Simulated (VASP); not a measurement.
# KTaO3 (P4/mmm) in VASP: a series of runs

KTaO3 is run at these levels: HSE06; tasks: single point.

Everything below comes from runs of VASP 6.6.1. Logs are shortened: lines on timing, memory, paths and dates and some standing lists are left out, and cuts for length are marked.

### 1 The cell of the first run

It takes space group P4/mmm (No. 123, tetragonal). Conventional cell: a = 3.990 Å, b = 3.990 Å, c = 3.870 Å, α = 90.00°, β = 90.00°, γ = 90.00°. Within 3.7 Å of K (site symmetry 4/mmm) lie 12 O at 2.78 to 2.82 Å and 8 Ta at 3.42 Å. Within 2.6 Å of Ta (site symmetry 4/mmm) lie 6 O at 1.94 to 2.00 Å. Within 2.6 Å of O (site symmetry 4/mmm) lie 2 Ta at 1.94 Å. O (site symmetry mmm) has 2 Ta at 2.00 Å within 2.6 Å.

### 2 Single point, HSE06 (uniaxial z strain -3.0%)

POSCAR

```
KTaO3
1.0
    3.9901311030      0.0000000000      0.0000000000
    0.0000000000      3.9901311030      0.0000000000
    0.0000000000      0.0000000000      3.8704271699
K Ta O
1 1 3
Direct
    0.0000000000      0.0000000000      0.0000000000
    0.5000000000      0.5000000000      0.5000000000
    0.5000000000      0.5000000000      0.0000000000
    0.5000000000      0.0000000000      0.5000000000
    0.0000000000      0.5000000000      0.5000000000
```

INCAR.step1

```
  PREC = Accurate
  ENCUT = 520
  EDIFF = 1E-5
  ISMEAR = 0
  SIGMA = 0.01
  LREAL = False
  LASPH = True
  NELM = 100
  ALGO = Normal
  ISIF = 2
  LWAVE = True
  LCHARG = False
  NBANDS = 27
  GGA = PE
```

INCAR.step2

```
  PREC = Accurate
  ENCUT = 520
  EDIFF = 1E-6
  ISMEAR = 0
  SIGMA = 0.01
  LREAL = False
  LASPH = True
  NELM = 100
  ALGO = Normal
  ISIF = 2
  LWAVE = False
  LCHARG = False
  GGA = PE
  LHFCALC = True
  HFSCREEN = 0.2079
  PRECFOCK = Fast
  NBANDS = 27
  ISTART = 1
```

KPOINTS

```
regular mesh
0
Gamma
  4 4 4
```

Potentials or basis: VASP PAW PBE potentials, release 64 (K_sv, Ta_pv, O).

On the command line:

```sh
> cat potpaw_PBE.64/K_sv/POTCAR potpaw_PBE.64/Ta_pv/POTCAR potpaw_PBE.64/O/POTCAR > POTCAR
> cp INCAR.step1 INCAR
> mpirun -np 1 vasp_std > vasp.out
> cp INCAR.step2 INCAR
> mpirun -np 1 vasp_std > vasp.out
```

OUTCAR:

```text
PREC = Accurate
   ENCUT = 520
   EDIFF = 1E-6
   ISMEAR = 0
   LREAL = False
   LASPH = True
   NELM = 100
   ISIF = 2
   GGA = PE
   LHFCALC = True
   HFSCREEN = 0.2079
   PRECFOCK = Fast
   ISTART = 1

 ion  position               nearest neighbor table
   1  0.000  0.000  0.000-   4 2.78   5 2.78   4 2.78   5 2.78   5 2.78   5 2.78   4 2.78   4 2.78
                             3 2.82   3 2.82   3 2.82   3 2.82   2 3.42   2 3.42   2 3.42   2 3.42
   2  0.500  0.500  0.500-   3 1.94   3 1.94   5 2.00   4 2.00   4 2.00   5 2.00   1 3.42   1 3.42
                             1 3.42   1 3.42   1 3.42   1 3.42   1 3.42   1 3.42
   3  0.500  0.500  0.000-   2 1.94   2 1.94   1 2.82   1 2.82   1 2.82   1 2.82
   4  0.500  0.000  0.500-   2 2.00   2 2.00   1 2.78   1 2.78   1 2.78   1 2.78
   5  0.000  0.500  0.500-   2 2.00   2 2.00   1 2.78   1 2.78   1 2.78   1 2.78

  LATTYP: Found a simple tetragonal cell.
 ALAT       =     3.9901311030
 C/A-ratio  =     0.9700000000

  Lattice vectors:

 A1 = (   3.9901311030,   0.0000000000,   0.0000000000)
 A2 = (   0.0000000000,   3.9901311030,   0.0000000000)
 A3 = (   0.0000000000,   0.0000000000,   3.8704271699)

Analysis of symmetry for initial positions (statically):
=====================================================================
 Subroutine PRICEL returns:
 Original cell was already a primitive cell.

 Routine SETGRP: Setting up the symmetry group for a
 simple tetragonal supercell.

 Subroutine GETGRP returns: Found 16 space group operations
 (whereof 16 operations were pure point group operations)
 out of a pool of 16 trial point group operations.

The static configuration has the point symmetry D_4h.

Analysis of symmetry for dynamics (positions and initial velocities):
=====================================================================
 Subroutine PRICEL returns:
 Original cell was already a primitive cell.

 Routine SETGRP: Setting up the symmetry group for a
 simple tetragonal supercell.

 Subroutine GETGRP returns: Found 16 space group operations
 (whereof 16 operations were pure point group operations)
 out of a pool of 16 trial point group operations.

The dynamic configuration has the point symmetry D_4h.

 Subroutine INISYM returns: Found 16 space group operations
 (whereof 16 operations are pure point group operations),
 and found     1 'primitive' translations

----------------------------------------------------------------------------------------

                                     Primitive cell

  volume of cell :      61.6216

  direct lattice vectors                    reciprocal lattice vectors
     3.990131103  0.000000000  0.000000000     0.250618332  0.000000000  0.000000000
     0.000000000  3.990131103  0.000000000     0.000000000  0.250618332  0.000000000
     0.000000000  0.000000000  3.870427170     0.000000000  0.000000000  0.258369414

  length of vectors
     3.990131103  3.990131103  3.870427170     0.250618332  0.250618332  0.258369414

  position of ions in fractional coordinates (direct lattice)
     0.000000000  0.000000000  0.000000000
     0.500000000  0.500000000  0.500000000
     0.500000000  0.500000000  0.000000000
     0.500000000  0.000000000  0.500000000
     0.000000000  0.500000000  0.500000000

  ion indices of the primitive-cell ions
   primitive index   ion index
                 1           1
                 2           2
                 3           3
                 4           4
                 5           5

----------------------------------------------------------------------------------------

 KPOINTS: regular mesh

Automatic generation of k-mesh.
 Grid dimensions read from file:
 generate k-points for:    4    4    4

 Generating k-lattice:

  Cartesian coordinates                     Fractional coordinates (reciprocal lattice)
     0.062654583  0.000000000  0.000000000     0.250000000  0.000000000  0.000000000
     0.000000000  0.062654583  0.000000000     0.000000000  0.250000000  0.000000000
     0.000000000  0.000000000  0.064592354     0.000000000  0.000000000  0.250000000

  Length of vectors
     0.062654583  0.062654583  0.064592354

  Shift w.r.t. Gamma in fractional coordinates (k-lattice)
     0.000000000  0.000000000  0.000000000

 Subroutine IBZKPT returns following result:
 ===========================================

 Found     18 irreducible k-points:

 Following reciprocal coordinates:
            Coordinates               Weight
  0.000000  0.000000  0.000000      1.000000
  0.250000  0.000000  0.000000      4.000000
  0.500000  0.000000  0.000000      2.000000
  0.250000  0.250000  0.000000      4.000000
  0.500000  0.250000  0.000000      4.000000
  0.500000  0.500000  0.000000      1.000000
[... 10 lines left out ...]
  0.500000  0.250000  0.500000      4.000000
  0.500000  0.500000  0.500000      1.000000
   k-points           NKPTS =     18   k-points in BZ     NKDIM =     64   number of bands    NBANDS=     27
   number of dos      NEDOS =    301   number of ions     NIONS =      5
   total plane-waves  NPLWV =  27000
   dimension x,y,z NGX =    30 NGY =   30 NGZ =   30
   dimension x,y,z NGXF=    60 NGYF=   60 NGZF=   60
   ions per type =               1   1   3
   NGX,Y,Z   is equivalent  to a cutoff of  12.50, 12.50, 12.89 a.u.
   NGXF,Y,Z  is equivalent  to a cutoff of  25.00, 25.00, 25.77 a.u.
 SYSTEM =  unknown system
   PREC   = accura    normal or accurate (medium, high low for compatibility)
   ISTART =      1    job   : 0-new  1-cont  2-samecut
   ICHARG =      0    charge: 1-file 2-atom 10-const
   ISPIN  =      1    spin polarized calculation?
   LNONCOLLINEAR =      F non collinear calculations
   LSORBIT =      F    spin-orbit coupling
   LASPH  =      T    aspherical Exc in radial PAW
   ENCUT  =  520.0 eV  38.22 Ry    6.18 a.u.   7.42  7.42  7.20*2*pi/ulx,y,z
   NELM   =    100;   NELMIN=  2; NELMDL=  0     # of ELM steps
   EDIFF  = 0.1E-05   stopping-criterion for ELM
   LREAL  =      F    real-space projection
   EDIFFG = 0.1E-04   stopping-criterion for IOM
   NSW    =      0    number of steps for IOM
   IBRION =     -1    ionic relax: 0-MD 1-quasi-New 2-CG
   NFREE  =      0    steps in history (QN), initial steepest desc. (CG)
   ISIF   =      2    stress and relaxation
   ISYM   =      3    0-nonsym 1-usesym 2-fastsym
   POTIM  = 0.5000    time-step for ionic-motion
   TEBEG  =    0.0;   TEEND  =   0.0 temperature during run
   PSTRESS=    0.0 pullay stress
   NELECT =      38.0000    total number of electrons
   NUPDOWN=      -1.0000    fix difference up-down
   EMIN   =  10.00;   EMAX   =-10.00  energy-range for DOS
   EFERMI =   0.00;   METHOD = LEGACY
   ISMEAR =     0;   SIGMA  =   0.01  broadening in eV -4-tet -1-fermi 0-gaus
   EFERMI_NEDOS =   21; number of points for ismear=-14 and -15
   IALGO  =     38    algorithm
   IMIX   =      1    mixing-type and parameters
     AMIX     =   0.40;   BMIX     =  1.00
     AMIX_MAG =   1.60;   BMIX_MAG =  1.00
  volume/ion in A,a.u.               =      12.32        83.17
  Fermi-wavevector in a.u.,A,eV,Ry     =   1.393451  2.633240 26.418500  1.941705
  Thomas-Fermi vector in A             =   2.517096
   LORBIT       =      0    0 simple, 1 ext, 2 COOP (PROOUT), +10 PAW based schemes
   GGA     = PE    functional components
   LHFCALC =     T    Hartree Fock is set to
   PRECFOCK=fast      Normal, Fast or Accurate (Low or Medium for compatibility)
   ENCUT4O =  -1.0   cutoff for four orbital integrals eV
   NKREDX  =     1    reduce k-point grid by
   NKREDY  =     1    reduce k-point grid by
   NKREDZ  =     1    reduce k-point grid by
   AEXX    =    0.2500 exact exchange contribution
   HFSCREEN=    0.2079 screening length (either q_TF or 0.3 A-1)
   HFSCREENC=   0.2079 screening length for correlation (either q_TF or 0.3 A-1)
   ENCUTFOCK=  -1.0 apply spherical cutoff to Coloumb kernel
   IVDW    =     0    specifies the selected vdW correction
   LEPSILON=     F    determine dielectric tensor
   LRPA    =     F    only Hartree local field effects (RPA)
 non-spin polarized calculation
 Gauss-broadening in eV      SIGMA  =   0.01
  energy-cutoff  :      520.00
  volume of cell :       61.62
 maximum number of plane-waves:      1679
 NGX is ok and might be reduce to    30
  NGX = 16; NGY = 16; NGZ = 16

 number of electron      37.9999989 magnetization

 Free energy of the ion-electron system (eV)
  ---------------------------------------------------
  ext. energy  EPLUGINS =         0.00000000
  ---------------------------------------------------
  free energy    TOTEN  =       -49.27145537 eV

  energy without entropy =      -49.27145537  energy(sigma->0) =      -49.27145537

 E-fermi :   1.0175     XC(G=0):  -9.0530

 val. band max:        0.9355072786   @ k =   0.5000   0.5000   0.5000
 cond. band min:       4.4301496103   @ k =   0.0000   0.0000   0.0000
 fundamental gap:      3.4946423317
 Fermi energy:         1.0175472215

 k-point     1 :       0.0000    0.0000    0.0000
  band No.  band energies     occupation
      1     -35.0898      2.00000
      2     -35.0091      2.00000
      3     -35.0091      2.00000
      4     -28.3109      2.00000
      5     -18.5167      2.00000
      6     -17.7522      2.00000
[... 19 lines left out ...]
     26      10.6397      0.00000
     27      10.8143      0.00000

 k-point     2 :       0.2500    0.0000    0.0000
  band No.  band energies     occupation
      1     -35.0864      2.00000
      2     -35.0631      2.00000
      3     -35.0056      2.00000
      4     -28.2940      2.00000
      5     -18.4785      2.00000
      6     -17.6676      2.00000
[... 19 lines left out ...]
     26      11.4410      0.00000
     27      11.8857      0.00000

 k-point     3 :       0.5000    0.0000    0.0000
  band No.  band energies     occupation
      1     -35.1165      2.00000
      2     -35.0831      2.00000
      3     -35.0022      2.00000
      4     -28.2772      2.00000
      5     -18.4894      2.00000
      6     -17.6555      2.00000
[... 414 lines left out ...]
      1     -35.2381      2.00000
      2     -35.1019      2.00000
      3     -35.0458      2.00000
      4     -28.2480      2.00000
      5     -17.1589      2.00000
      6     -16.6691      2.00000
[... 19 lines left out ...]
     26      13.6824      0.00000
     27      14.0223      0.00000

 k-point    18 :       0.5000    0.5000    0.5000
  band No.  band energies     occupation
      1     -35.2346      2.00000
      2     -35.0983      2.00000
      3     -35.0983      2.00000
      4     -28.2394      2.00000
      5     -16.6300      2.00000
      6     -16.4719      2.00000
[... 19 lines left out ...]
     26      13.6142      0.00000
     27      15.2499      0.00000

------------------------ aborting loop because EDIFF is reached ----------------------------------------

  FORCE on cell =-STRESS in cart. coord.  units (eV):
  Direction    XX          YY          ZZ          XY          YZ          ZX
  --------------------------------------------------------------------------------------
  -------------------------------------------------------------------------------------
  Total        0.9473140      0.9473140      6.2139998      0.0000000      0.0000000      0.0000000
  in kB       24.6303911     24.6303911    161.5654841      0.0000000      0.0000000      0.0000000
  external PRESSURE =      70.2754221 kB  Pullay stress =       0.0000000 kB

 VOLUME and BASIS-vectors are now :
 -----------------------------------------------------------------------------
  energy-cutoff  :      520.00
  volume of cell :       61.62
      direct lattice vectors                 reciprocal lattice vectors
     3.990131103  0.000000000  0.000000000     0.250618332  0.000000000  0.000000000
     0.000000000  3.990131103  0.000000000     0.000000000  0.250618332  0.000000000
     0.000000000  0.000000000  3.870427170     0.000000000  0.000000000  0.258369414

 POSITION                                       TOTAL-FORCE (eV/Angst)
 -----------------------------------------------------------------------------------
      0.00000      0.00000      0.00000         0.000000      0.000000      0.000000
      1.99507      1.99507      1.93521         0.000000      0.000000      0.000000
      1.99507      1.99507      0.00000         0.000000      0.000000      0.000000
      1.99507      0.00000      1.93521         0.000000      0.000000      0.000000
      0.00000      1.99507      1.93521         0.000000      0.000000      0.000000
 -----------------------------------------------------------------------------------
    total drift:                                0.000007     -0.000009      0.000005

  FREE ENERGIE OF THE ION-ELECTRON SYSTEM (eV)
  ---------------------------------------------------
  free  energy   TOTEN  =       -49.2714553744 eV

  energy  without entropy=      -49.2714553744  energy(sigma->0) =      -49.27145537
```

It took 17 min on 1 thread of Intel Xeon Platinum 8259CL at 2.50GHz (Skylake/Cascade Lake), shared host; peak memory 0.31 GiB.

What came out:

```yaml
Free_energy: -49.2715 eV
Pressure: 7.0 GPa
Band_gap_on_the_k_mesh: 3.49 eV (least direct gap 4.16 eV)
```

Stress tensor (GPa, compression positive):
```
 2.46  0.00  0.00
 0.00  2.46  0.00
 0.00  0.00 16.16
```

Caveat: the cell differs from its parent crystal (uniaxial z strain -3.0%); the stress differs along the axes, from 2 to 16 GPa; the PAW data sets were made with another functional, which shifts forces and pressure a little; spin-orbit coupling is left out, which moves the levels of the heavy elements.

[end of part 1 of 2]
